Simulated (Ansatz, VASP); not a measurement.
# One calculation of AlP, two programs

```
Al P
1.0
     0.00000    2.73648    2.73648
     2.73648    0.00000    2.73648
     2.73648    2.73648    0.00000
Al P
1 1
Direct
  0.00000 0.00000 0.00000
  0.75000 0.75000 0.75000
```

Alike in both runs: task single point; functional PBE; k mesh 6 × 6 × 6; occupations gaussian, width 0.1 eV; no spin polarisation.

|  | VASP | Ansatz |
| --- | --- | --- |
| version | VASP 6.6.1 | Ansatz 0.2.0 |
| potentials or method | VASP PAW PBE potentials, release 64 (Al, P), cutoff 500 eV | scalar-relativistic, plane waves, PAW |
| valence electrons in the cell | 8 | 8 |

Ansatz gave:

| Property | Result |
| --- | --- |
| gap on the k mesh at the Fermi level (eV) | 1.59 |
| least direct gap on the mesh (eV) | 3.25 |
| pressure (GPa) | 1.7 |

What did VASP give for the same quantities?

gap on the k mesh at the Fermi level (eV): 1.59; least direct gap on the mesh (eV): 3.24; pressure (GPa): 1.6.

With one functional, cell and mesh, what is left measures potentials, basis and numerics.
